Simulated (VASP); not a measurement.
# SnSe2 (P-3m1) in VASP: notebook

The runs below take SnSe2 through relaxation of cell and atoms, with PBE.

All numbers are computed with VASP 6.6.1; they aren't measurements. Logs are shortened: lines on timing, memory, paths and dates and some standing lists are left out, and cuts for length are marked.

### 1 The cell of the first run

It takes space group P-3m1 (No. 164, trigonal). Conventional cell: a = 3.820 Å, b = 3.820 Å, c = 6.112 Å, α = 90.00°, β = 90.00°, γ = 120.00°. Sn (site symmetry -3m) has 6 Se at 2.68 Å within 3.5 Å. Within 3.5 Å of Se (site symmetry 3m) lie 3 Sn at 2.68 Å.

### 2 Relaxation of cell and atoms, PBE

The input, INCAR:

```
PREC     = Accurate       # precision mode
ENCUT    = 600            # plane-wave cutoff, eV
EDIFF    = 1E-6           # SCF threshold, eV
ISMEAR   = -1             # smearing method
SIGMA    = 0.02           # smearing width, eV
LREAL    = False          # projectors in reciprocal space
LASPH    = True           # aspherical terms in the spheres
NELM     = 100            # most SCF steps
ALGO     = Normal         # electronic algorithm
ISIF     = 3              # what is computed and relaxed
LWAVE    = False          # write WAVECAR
LCHARG   = False          # write CHGCAR
GGA      = PE             # functional
IBRION   = 2              # ionic algorithm
NSW      = 80             # ionic steps
EDIFFG   = -0.02          # ionic threshold
```

The input, KPOINTS:

```
Automatic mesh
0
Gamma
  7 7 4
```

The input, POSCAR:

```
SnSe2
1.0
    3.8200000000      0.0000000000      0.0000000000
   -1.9100000000      3.3082170425      0.0000000000
    0.0000000000      0.0000000000      6.1120000000
Sn Se
1 2
Direct
    0.0000000000      0.0000000000      0.0000000000
    0.3333333333      0.6666666667      0.2500000000
    0.6666666667      0.3333333333      0.7500000000
```

Potentials or basis: VASP PAW PBE potentials, release 64 (Sn_d, Se).

On the command line:

```console
$ cat potpaw_PBE.64/Sn_d/POTCAR potpaw_PBE.64/Se/POTCAR > POTCAR
$ mpirun -np 1 vasp_std > vasp.out
```

OUTCAR:

```text
PREC = Accurate
   ENCUT = 600
   EDIFF = 1E-6
   ISMEAR = -1
   LREAL = False
   LASPH = True
   NELM = 100
   ISIF = 3
   GGA = PE
   IBRION = 2
   NSW = 80
   EDIFFG = -0.02

 ion  position               nearest neighbor table
   1  0.000  0.000  0.000-   2 2.68   3 2.68   3 2.68   2 2.68   3 2.68   2 2.68
   2  0.333  0.667  0.250-   1 2.68   1 2.68   1 2.68
   3  0.667  0.333  0.750-   1 2.68   1 2.68   1 2.68

  LATTYP: Found a hexagonal cell.
 ALAT       =     3.8200000000
 C/A-ratio  =     1.6000000000

  Lattice vectors:

 A1 = (   3.8200000000,   0.0000000000,   0.0000000000)
 A2 = (  -1.9100000000,   3.3082170425,   0.0000000000)
 A3 = (   0.0000000000,   0.0000000000,   6.1120000000)

Analysis of symmetry for initial positions (statically):
=====================================================================
 Subroutine PRICEL returns:
 Original cell was already a primitive cell.

 Routine SETGRP: Setting up the symmetry group for a
 hexagonal supercell.

 Subroutine GETGRP returns: Found 12 space group operations
 (whereof 12 operations were pure point group operations)
 out of a pool of 24 trial point group operations.

The static configuration has the point symmetry D_3d.

Analysis of symmetry for dynamics (positions and initial velocities):
=====================================================================
 Subroutine PRICEL returns:
 Original cell was already a primitive cell.

 Routine SETGRP: Setting up the symmetry group for a
 hexagonal supercell.

 Subroutine GETGRP returns: Found 12 space group operations
 (whereof 12 operations were pure point group operations)
 out of a pool of 24 trial point group operations.

The dynamic configuration has the point symmetry D_3d.

 Subroutine INISYM returns: Found 12 space group operations
 (whereof 12 operations are pure point group operations),
 and found     1 'primitive' translations

----------------------------------------------------------------------------------------

                                     Primitive cell

  volume of cell :      77.2397

  direct lattice vectors                    reciprocal lattice vectors
     3.820000000  0.000000000  0.000000000     0.261780105  0.151138814  0.000000000
    -1.910000000  3.308217042  0.000000000     0.000000000  0.302277628  0.000000000
     0.000000000  0.000000000  6.112000000     0.000000000  0.000000000  0.163612565

  length of vectors
     3.820000000  3.820000000  6.112000000     0.302277628  0.302277628  0.163612565

  position of ions in fractional coordinates (direct lattice)
     0.000000000  0.000000000  0.000000000
     0.333333333  0.666666667  0.250000000
     0.666666667  0.333333333  0.750000000

[... 77 lines left out ...]
   EDIFF  = 0.1E-05   stopping-criterion for ELM
   LREAL  =      F    real-space projection
   EDIFFG = -.2E-01   stopping-criterion for IOM
   NSW    =     80    number of steps for IOM
   IBRION =      2    ionic relax: 0-MD 1-quasi-New 2-CG
   NFREE  =      1    steps in history (QN), initial steepest desc. (CG)
   ISIF   =      3    stress and relaxation
   ISYM   =      2    0-nonsym 1-usesym 2-fastsym
   POTIM  = 0.5000    time-step for ionic-motion
   TEBEG  =    0.0;   TEEND  =   0.0 temperature during run
   PSTRESS=    0.0 pullay stress
   NELECT =      26.0000    total number of electrons
   NUPDOWN=      -1.0000    fix difference up-down
   EMIN   =  10.00;   EMAX   =-10.00  energy-range for DOS
   EFERMI =   0.00;   METHOD = LEGACY
   ISMEAR =    -1;   SIGMA  =   0.02  broadening in eV -4-tet -1-fermi 0-gaus
   EFERMI_NEDOS =   21; number of points for ismear=-14 and -15
   IALGO  =     38    algorithm
   IMIX   =      4    mixing-type and parameters
     AMIX     =   0.40;   BMIX     =  1.00
     AMIX_MAG =   1.60;   BMIX_MAG =  1.00
  volume/ion in A,a.u.               =      25.75       173.75
  Fermi-wavevector in a.u.,A,eV,Ry     =   1.138813  2.152044 17.645325  1.296895
  Thomas-Fermi vector in A             =   2.275517
   LORBIT       =      0    0 simple, 1 ext, 2 COOP (PROOUT), +10 PAW based schemes
   GGA     = PE    functional components
   LHFCALC =     F    Hartree Fock is set to
   AEXX    =    0.0000 exact exchange contribution
   IVDW    =     0    specifies the selected vdW correction
   LEPSILON=     F    determine dielectric tensor
   LRPA    =     F    only Hartree local field effects (RPA)
 conjugate gradient relaxation of ions
 non-spin polarized calculation
  energy-cutoff  :      600.00
  volume of cell :       77.24
 maximum number of plane-waves:      2595
 NGX is ok and might be reduce to    32
   NGX = 15   NGY = 15   NGZ = 25

--------------------------------------- Ionic step        1  -------------------------------------------

 number of electron      25.9999998 magnetization

 Free energy of the ion-electron system (eV)
  ---------------------------------------------------
  ext. energy  EPLUGINS =         0.00000000
  ---------------------------------------------------
  free energy    TOTEN  =       -11.75229273 eV

  energy without entropy =      -11.75229273  energy(sigma->0) =      -11.75229273

 E-fermi :   4.5774     XC(G=0):  -9.4569

 val. band max:        4.1963236340   @ k =   0.0000   0.0000   0.0000
 cond. band min:       4.9580836727   @ k =   0.0000   0.4286   0.2500
 fundamental gap:      0.7617600387
 Fermi energy:         4.5774107744

 k-point     1 :       0.0000    0.0000    0.0000
  band No.  band energies     occupation
      1     -17.1009      2.00000
      2     -17.1009      2.00000
      3     -17.0637      2.00000
      4     -17.0485      2.00000
      5     -17.0485      2.00000
      6      -9.8071      2.00000
[... 575 lines left out ...]
  FREE ENERGIE OF THE ION-ELECTRON SYSTEM (eV)
  ---------------------------------------------------
  free  energy   TOTEN  =       -11.8507718986 eV

  energy  without entropy=      -11.8507718971  energy(sigma->0) =      -11.85077190

[... ionic steps 4 to 12 ...]

--------------------------------------- Ionic step       13  -------------------------------------------

 number of electron      25.9999994 magnetization

------------------------ aborting loop because EDIFF is reached ----------------------------------------
[... 69 lines left out ...]
--------------------------------------- Ionic step       15  -------------------------------------------

 number of electron      25.9999992 magnetization

 Free energy of the ion-electron system (eV)
  ---------------------------------------------------
  ext. energy  EPLUGINS =         0.00000000
  ---------------------------------------------------
  free energy    TOTEN  =       -11.86905105 eV

  energy without entropy =      -11.86905105  energy(sigma->0) =      -11.86905105

 E-fermi :   3.0484     XC(G=0):  -8.6643

 val. band max:        2.6558646394   @ k =   0.1429   0.0000   0.2500
 cond. band min:       3.4407276420   @ k =   0.4286   0.0000   0.5000
 fundamental gap:      0.7848630026
 Fermi energy:         3.0484296438

 k-point     1 :       0.0000    0.0000    0.0000
  band No.  band energies     occupation
      1     -18.4729      2.00000
      2     -18.4729      2.00000
      3     -18.4408      2.00000
      4     -18.4316      2.00000
      5     -18.4316      2.00000
      6     -10.7052      2.00000
[... 501 lines left out ...]
  FREE ENERGIE OF THE ION-ELECTRON SYSTEM (eV)
  ---------------------------------------------------
  free  energy   TOTEN  =       -11.8690510533 eV

  energy  without entropy=      -11.8690510531  energy(sigma->0) =      -11.86905105

 reached required accuracy - stopping structural energy minimisation
```

OSZICAR:

```text
N       E                     dE             d eps       ncg     rms          rms(c)
DAV:   1     0.212456118155E+03    0.21246E+03   -0.13410E+04   960   0.190E+03
[... 135 lines left out ...]
DAV:   2    -0.118746241830E+02    0.14578E-01   -0.45953E-02  1097   0.290E+00    0.392E-01
DAV:   3    -0.118692031693E+02    0.54210E-02   -0.14383E-02  1118   0.163E+00    0.103E-01
DAV:   4    -0.118690638191E+02    0.13935E-03   -0.10409E-03  1283   0.322E-01    0.529E-02
DAV:   5    -0.118690426103E+02    0.21209E-04   -0.10171E-04  1263   0.102E-01    0.152E-02
DAV:   6    -0.118690493144E+02   -0.67041E-05   -0.19239E-05  1203   0.509E-02    0.524E-03
DAV:   7    -0.118690505954E+02   -0.12810E-05   -0.25664E-06   815   0.155E-02    0.209E-03
DAV:   8    -0.118690510533E+02   -0.45791E-06   -0.75458E-07   805   0.833E-03
  15 F= -.11869051E+02 E0= -.11869051E+02  d E =-.242533E-03
```

Wall time 3.8 min (1 thread of AMD EPYC 9R45 (Zen 5), shared host); peak memory 0.21 GiB.

Results:

```
Free energy                           : -11.8691 eV
Relaxed volume                        : 29.89 Å³/atom
Relaxed cell                          : a = 3.873 Å, b = 3.873 Å, c = 6.903 Å, α = 90.00°, β = 90.00°, γ = 120.00°
Space group after relaxing (to 0.1 Å) : P-3m1 (No. 164)
Energy gained by relaxing             : 38.9 meV/atom
Ionic steps                           : 15
Pressure after relaxing               : 0.0 GPa
Largest force after relaxing          : 0.009 eV/Å
Band gap on the k mesh                : 0.78 eV (least direct gap 1.13 eV)
```

Forces on the atoms (eV/Å):
```
Sn   0.000  0.000  0.000
Se   0.000  0.000 -0.009
Se   0.000  0.000  0.009
```

The path:
```csv
step,energy change (eV),largest force (eV/Å),pressure (GPa),volume (Å³)
1,0.0000,0.7591,5.32,77.24
2,-0.0393,0.5975,-3.15,87.18
3,-0.0985,0.0649,-0.02,82.56
4,-0.0985,0.0508,0.10,82.45
5,-0.1000,0.0656,0.09,82.54
6,-0.1026,0.1109,0.17,82.80
7,-0.1029,0.1308,0.20,82.91
8,-0.1041,0.1245,0.17,83.17
9,-0.1074,0.1057,0.09,83.96
10,-0.1120,0.0662,-0.03,85.54
11,-0.1152,0.0215,-0.14,88.73
12,-0.1165,0.0356,0.19,89.24
13,-0.1165,0.0352,0.19,89.22
14,-0.1160,0.0865,-0.25,90.46
15,-0.1168,0.0088,0.02,89.67
```

Final structure:
```yaml
crystal:
  lattice:
    - [3.87302, 0.00000, 0.00000]
    - [-1.93651, 3.35413, 0.00000]
    - [0.00000, 0.00000, 6.90285]
  atoms:
    - { symbol: Sn, position: [0.00000, 0.00000, 0.00000] }
    - { symbol: Se, position: [0.33333, 0.66667, 0.23121] }
    - { symbol: Se, position: [0.66667, 0.33333, 0.76879] }
```

Caveat: the volume moved by over 15 % at a fixed basis, so the end points are rough; semilocal functionals underestimate gaps, and a narrow one can read as zero; spin-orbit coupling is left out, which moves the levels of the heavy elements; this functional lacks dispersion, which binds layers or chains, so the pressure and a relaxed spacing across them are unreliable.

### 3 Relaxation of cell and atoms, PBE, target pressure 5 GPa, at which the enthalpy is minimised

The input, INCAR:

```
SYSTEM = SnSe2
PREC = Accurate
ENCUT = 600
EDIFF = 1E-7
ISMEAR = -1
SIGMA = 0.02
LREAL = .FALSE.
LASPH = .TRUE.
NELM = 60
ALGO = Normal
ISIF = 3
LWAVE = .FALSE.
LCHARG = .FALSE.
GGA = PE
IBRION = 2
NSW = 80
EDIFFG = -0.02
PSTRESS = 50.0
```

The input, KPOINTS:

```
regular mesh
0
G
  7 7 4
  0 0 0
```

POSCAR is that of step 2.

Potentials or basis: VASP PAW PBE potentials, release 64 (Sn_d, Se).

On the command line:

```console
$ cat potpaw_PBE.64/Sn_d/POTCAR potpaw_PBE.64/Se/POTCAR > POTCAR
$ mpirun -np 1 vasp_std > vasp.out
```

Wall time 3.1 min (1 thread of AMD EPYC 9R45 (Zen 5), shared host); peak memory 0.22 GiB.

It converged, with:

```
Free energy                                                : -11.7008 eV
Relaxed volume                                             : 24.08 Å³/atom
Relaxed cell                                               : a = 3.808 Å, b = 3.808 Å, c = 5.754 Å, α = 90.00°, β = 90.00°, γ = 120.00°
Space group after relaxing (to 0.1 Å)                      : P-3m1 (No. 164)
Energy change on relaxing (the run minimises the enthalpy) : +17.2 meV/atom
Ionic steps                                                : 10
Pressure after relaxing                                    : 5.0 GPa
Largest force after relaxing                               : 0.007 eV/Å
Band gap on the k mesh                                     : 0.33 eV (least direct gap 0.70 eV)
```

Forces on the atoms (eV/Å):
```
Sn   0.000  0.000  0.000
Se   0.000  0.000 -0.007
Se   0.000  0.000  0.007
```

The path:
| step | energy change (eV) | largest force (eV/Å) | pressure (GPa) | volume (Å³) |
| --- | --- | --- | --- | --- |
| 1 | 0.0000 | 0.7593 | 5.31 | 77.24 |
| 2 | -0.0545 | 0.2386 | 3.37 | 77.79 |
| 3 | -0.0592 | 0.1359 | 3.00 | 77.91 |
| 4 | -0.0076 | 0.1263 | 4.49 | 75.45 |
| 5 | 0.0239 | 0.1203 | 5.24 | 74.35 |
| 6 | 0.0280 | 0.1201 | 5.31 | 73.81 |
| 7 | 0.0592 | 0.1169 | 5.82 | 72.12 |
| 8 | 0.0748 | 0.1110 | 6.03 | 71.59 |
| 9 | 0.0212 | 0.2196 | 3.18 | 73.56 |
| 10 | 0.0515 | 0.0071 | 5.02 | 72.25 |

Final structure:
```
Sn Se
1.0
     3.80779    0.00000    0.00000
    -1.90390    3.29765    0.00000
     0.00000    0.00000    5.75394
Sn Se
1 2
Direct
  0.00000 0.00000 0.00000
  0.33333 0.66667 0.27664
  0.66667 0.33333 0.72336
```

Levels at points of the mesh, in eV from the valence-band top:
```csv
k point,band 10,band 11,band 12,band 13,band 14,band 15,band 16,band 17
"(0.00, 0.00, 0.00)",-0.91,-0.87,-0.87,-0.12,0.58,2.80,4.41,4.41
"(0.00, 0.00, 0.50)",-1.18,-1.18,-0.45,-0.45,2.52,2.62,3.83,3.83
```

Caveat: the cell is relaxed towards a set pressure, so the run minimises the enthalpy, not the energy; semilocal functionals underestimate gaps, and a narrow one can read as zero; spin-orbit coupling is left out, which moves the levels of the heavy elements. A k mesh can miss the band edges.

(Continued in part 2 of 2.)

The gap in the log of VASP goes by the Fermi energy; the results here count the filled bands.